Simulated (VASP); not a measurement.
# O2 in VASP: single point with PBE

Aim: the single point of O2 with PBE.

Everything below comes from runs of VASP 6.6.1. Logs are shortened: lines on timing, memory, paths and dates and some standing lists are left out, and cuts for length are marked.

## Step 1: The cell of the first run

The cell holds a molecule in a box, 2 atoms: a = 9.000 Å, b = 9.500 Å, c = 10.000 Å, α = 90.00°, β = 90.00°, γ = 90.00°.

## Step 2: Single point, PBE, collinear spin, ferromagnetic start

Input file INCAR:

```
PREC = Accurate ; ENCUT = 520
EDIFF = 1E-6 ; ISMEAR = -1
SIGMA = 0.05 ; LREAL = F
LASPH = T ; NELM = 150
ALGO = Normal ; ISIF = 2
LWAVE = F ; LCHARG = F
ISPIN = 2 ; MAGMOM = 1 1
LORBIT = 11 ; GGA = PE
NBANDS = 17
```

Input file KPOINTS:

```
regular mesh
0
Gamma
  1 1 1
```

Input file POSCAR:

```
O
1.0
    9.0000000000      0.0000000000      0.0000000000
    0.0000000000      9.5000000000      0.0000000000
    0.0000000000      0.0000000000     10.0000000000
O
2
Direct
    0.5000000000      0.5000000000      0.4391082951
    0.5000000000      0.5000000000      0.5608917049
```

Potentials or basis: VASP PAW PBE potentials, release 64 (O).

Started as:

```
$ cat potpaw_PBE.64/O/POTCAR > POTCAR
$ mpirun -np 1 vasp_gam > vasp.out
```

OUTCAR:

```text
PREC = Accurate
   ENCUT = 520
   EDIFF = 1E-6
   ISMEAR = -1
   LREAL = F
   LASPH = T
   NELM = 150
   ISIF = 2
   ISPIN = 2
   LORBIT = 11
   GGA = PE

 ion  position               nearest neighbor table
   1  0.500  0.500  0.439-   2 1.22
   2  0.500  0.500  0.561-   1 1.22

  LATTYP: Found a simple orthorhombic cell.
 ALAT       =     9.0000000000
 B/A-ratio  =     1.0555555556
 C/A-ratio  =     1.1111111111

  Lattice vectors:

 A1 = (   9.0000000000,   0.0000000000,   0.0000000000)
 A2 = (   0.0000000000,   9.5000000000,   0.0000000000)
 A3 = (   0.0000000000,   0.0000000000,  10.0000000000)

Analysis of symmetry for initial positions (statically):
=====================================================================
 Subroutine PRICEL returns:
 Original cell was already a primitive cell.

 Routine SETGRP: Setting up the symmetry group for a
 simple orthorhombic supercell.

 Subroutine GETGRP returns: Found  8 space group operations
 (whereof  8 operations were pure point group operations)
 out of a pool of  8 trial point group operations.

The static configuration has the point symmetry D_2h.

Analysis of symmetry for dynamics (positions and initial velocities):
=====================================================================
 Subroutine PRICEL returns:
 Original cell was already a primitive cell.

 Routine SETGRP: Setting up the symmetry group for a
 simple orthorhombic supercell.

 Subroutine GETGRP returns: Found  8 space group operations
 (whereof  8 operations were pure point group operations)
 out of a pool of  8 trial point group operations.

The dynamic configuration has the point symmetry D_2h.

Analysis of structural, dynamic, and magnetic symmetry:
=====================================================================
 Subroutine PRICEL returns:
 Original cell was already a primitive cell.

 Routine SETGRP: Setting up the symmetry group for a
 simple orthorhombic supercell.

 Subroutine GETGRP returns: Found  8 space group operations
 (whereof  8 operations were pure point group operations)
 out of a pool of  8 trial point group operations.

The overall configuration has the point symmetry D_2h.

[... 88 lines left out ...]
   EFERMI =   0.00;   METHOD = LEGACY
   ISMEAR =    -1;   SIGMA  =   0.05  broadening in eV -4-tet -1-fermi 0-gaus
   EFERMI_NEDOS =   21; number of points for ismear=-14 and -15
   IALGO  =     38    algorithm
   IMIX   =      4    mixing-type and parameters
     AMIX     =   0.40;   BMIX     =  1.00
     AMIX_MAG =   1.60;   BMIX_MAG =  1.00
  volume/ion in A,a.u.               =     427.50      2884.91
  Fermi-wavevector in a.u.,A,eV,Ry     =   0.394893  0.746240  2.121703  0.155941
  Thomas-Fermi vector in A             =   1.339966
   LORBIT       =     11    0 simple, 1 ext, 2 COOP (PROOUT), +10 PAW based schemes
   GGA     = PE    functional components
   LHFCALC =     F    Hartree Fock is set to
   AEXX    =    0.0000 exact exchange contribution
   IVDW    =     0    specifies the selected vdW correction
   LEPSILON=     F    determine dielectric tensor
   LRPA    =     F    only Hartree local field effects (RPA)
 spin polarized calculation
  energy-cutoff  :      520.00
  volume of cell :      855.00
 maximum number of plane-waves:     11510
 NGX is ok and might be reduce to    70
   NGX = 33   NGY = 35   NGZ = 37

 number of electron      12.0000002 magnetization       2.0000001

 Free energy of the ion-electron system (eV)
  ---------------------------------------------------
  ext. energy  EPLUGINS =         0.00000000
  ---------------------------------------------------
  free energy    TOTEN  =        -9.87563504 eV

  energy without entropy =       -9.87563504  energy(sigma->0) =       -9.87563504

 E-fermi :  -5.5922     XC(G=0):  -0.6393

 val. band max:       -6.7469527855   @ k =   0.0000   0.0000   0.0000
 cond. band min:      -4.4393383177   @ k =   0.0000   0.0000   0.0000
 fundamental gap:      2.3076144678
 Fermi energy:        -5.5921685642

 spin component 1

 k-point     1 :       0.0000    0.0000    0.0000
  band No.  band energies     occupation
      1     -32.7199      1.00000
      2     -20.4122      1.00000
      3     -13.3186      1.00000
      4     -13.3139      1.00000
      5     -13.3139      1.00000
      6      -6.7470      1.00000
[... 9 lines left out ...]
     16       2.7674      0.00000
     17       2.8620      0.00000
 Fermi energy:        -5.5921685642

 spin component 2

 k-point     1 :       0.0000    0.0000    0.0000
  band No.  band energies     occupation
      1     -31.5168      1.00000
      2     -18.6173      1.00000
      3     -12.4132      1.00000
      4     -11.4508      1.00000
      5     -11.4508      1.00000
      6      -4.4393      0.00000
[... 9 lines left out ...]
     16       2.9428      0.00000
     17       2.9582      0.00000

------------------------ aborting loop because EDIFF is reached ----------------------------------------

  FORCE on cell =-STRESS in cart. coord.  units (eV):
  Direction    XX          YY          ZZ          XY          YZ          ZX
  --------------------------------------------------------------------------------------
  -------------------------------------------------------------------------------------
  Total       -0.0678778     -0.0677377      1.3511804      0.0000000      0.0000000      0.0000000
  in kB       -0.1271957     -0.1269331      2.5319656      0.0000000      0.0000000      0.0000000
  external PRESSURE =       0.7592789 kB  Pullay stress =       0.0000000 kB

 VOLUME and BASIS-vectors are now :
 -----------------------------------------------------------------------------
  energy-cutoff  :      520.00
  volume of cell :      855.00
      direct lattice vectors                 reciprocal lattice vectors
     9.000000000  0.000000000  0.000000000     0.111111111  0.000000000  0.000000000
     0.000000000  9.500000000  0.000000000     0.000000000  0.105263158  0.000000000
     0.000000000  0.000000000 10.000000000     0.000000000  0.000000000  0.100000000

 POSITION                                       TOTAL-FORCE (eV/Angst)
 -----------------------------------------------------------------------------------
      4.50000      4.75000      4.39108         0.000000      0.000000     -1.172718
      4.50000      4.75000      5.60892         0.000000      0.000000      1.172718
 -----------------------------------------------------------------------------------
    total drift:                                0.000000      0.000000     -0.000000

  FREE ENERGIE OF THE ION-ELECTRON SYSTEM (eV)
  ---------------------------------------------------
  free  energy   TOTEN  =        -9.8756350358 eV

  energy  without entropy=       -9.8756350353  energy(sigma->0) =       -9.87563504

 total charge

# of ion       s       p       d       tot
------------------------------------------
    1        1.612   3.299   0.000   4.910
    2        1.612   3.299   0.000   4.910
--------------------------------------------------
tot          3.223   6.597   0.000   9.821

 magnetization (x)

# of ion       s       p       d       tot
------------------------------------------
    1        0.010   0.798   0.000   0.808
    2        0.010   0.798   0.000   0.808
--------------------------------------------------
tot          0.020   1.597   0.000   1.617
```

OSZICAR:

```text
N       E                     dE             d eps       ncg     rms          rms(c)
DAV:   1     0.128929574949E+03    0.12893E+03   -0.32752E+03    84   0.419E+02
DAV:   2     0.227834219409E+02   -0.10615E+03   -0.95018E+02   110   0.852E+01
[... 14 lines left out ...]
DAV:  17    -0.987560217788E+01   -0.33728E-04   -0.90025E-07    69   0.359E-03    0.558E-04
DAV:  18    -0.987561802873E+01   -0.15851E-04   -0.34788E-07    76   0.206E-03    0.412E-04
DAV:  19    -0.987562963256E+01   -0.11604E-04   -0.24743E-07    77   0.178E-03    0.182E-04
DAV:  20    -0.987563319888E+01   -0.35663E-05   -0.58574E-08    77   0.858E-04    0.111E-04
DAV:  21    -0.987563453162E+01   -0.13327E-05   -0.22763E-08    85   0.539E-04    0.678E-05
DAV:  22    -0.987563503575E+01   -0.50414E-06   -0.12741E-08    76   0.411E-04
   1 F= -.98756350E+01 E0= -.98756350E+01  d E =-.457839E-09  mag=     2.0000
```

It took 2.5 min on 1 thread of Intel Xeon Platinum 8375C at 2.90GHz (Ice Lake), shared host; peak memory 1 GiB.

What came out:

| Property | Result |
| --- | --- |
| Free energy | -9.8756 eV |
| Largest force | 1.173 eV/Å |
| Gap between the frontier levels | 2.31 eV |
| Net moment | 2.00 μB per cell |
| Site moments | O +0.81 μB |
| Valence electrons inside the program's atomic spheres | O 4.91 |

Forces in eV/Å, atoms in the order of the input:
```
O    0.000  0.000 -1.173
O    0.000  0.000  1.173
```

Levels at points of the mesh, in eV from the valence-band top:
Spin up:
```tsv
k point	band 5	band 6	band 7	band 8	band 9	band 10
(0.00, 0.00, 0.00)	-6.57	0.00	0.00	6.43	7.61	7.98
```
Spin down:
| k point | band 1 | band 2 | band 3 | band 4 | band 5 | band 6 | band 7 | band 8 | band 9 | band 10 |
| --- | --- | --- | --- | --- | --- | --- | --- | --- | --- | --- |
| (0.00, 0.00, 0.00) | -24.77 | -11.87 | -5.67 | -4.70 | -4.70 | 2.31 | 2.31 | 6.55 | 7.86 | 8.06 |

Caveat: the standard files for N, O and F lose accuracy on very short bonds.
